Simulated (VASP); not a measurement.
V, 3 atoms in the cell. The structure is hexagonal, space group P6/mmm (No. 191). Conventional cell: a = 3.745 Å, b = 3.745 Å, c = 2.322 Å, α = 90.00°, β = 90.00°, γ = 120.00°. Within 3.1 Å of V (site symmetry 6/mmm) lie 14 V at 2.32 to 2.45 Å. Within 2.9 Å of V (site symmetry -6m2) lie 11 V at 2.16 to 2.45 Å. 

| Item | Value |
| --- | --- |
| Program | VASP 6.6.1 |
| Task | relaxation of cell and atoms |
| Functional | PBE |
| Potentials or basis | VASP PAW PBE potentials, release 64 (V_sv) |
| Cutoff | 600 eV |
| k mesh | 10 × 10 × 13 |
| Occupations | fermi-dirac, width 0.1 eV |
| Spin | no spin polarisation |
| Target pressure | 130 GPa |
| Dipole correction | no |
| Further INCAR settings | ALGO = Normal; EDIFF = 1e-07; IBRION = 2; EDIFFG = -0.005; NSW = 60; ISIF = 3 |

Potentials or basis: VASP PAW PBE potentials, release 64 (V_sv).

Launch:

```sh
$ cat potpaw_PBE.64/V_sv/POTCAR > POTCAR
$ mpirun -np 1 vasp_std > vasp.out
```

Hardware: 1 thread of Intel(R) Xeon(R) 6975P-C (Granite Rapids), with other jobs on the host.

How long does it take, and how much memory?

Run time: 5.1 min on 1 thread of Intel(R) Xeon(R) 6975P-C (Granite Rapids) (shared host), peak memory 0.21 GiB. Counts: scf iterations 116, k points 98, ion steps 11.
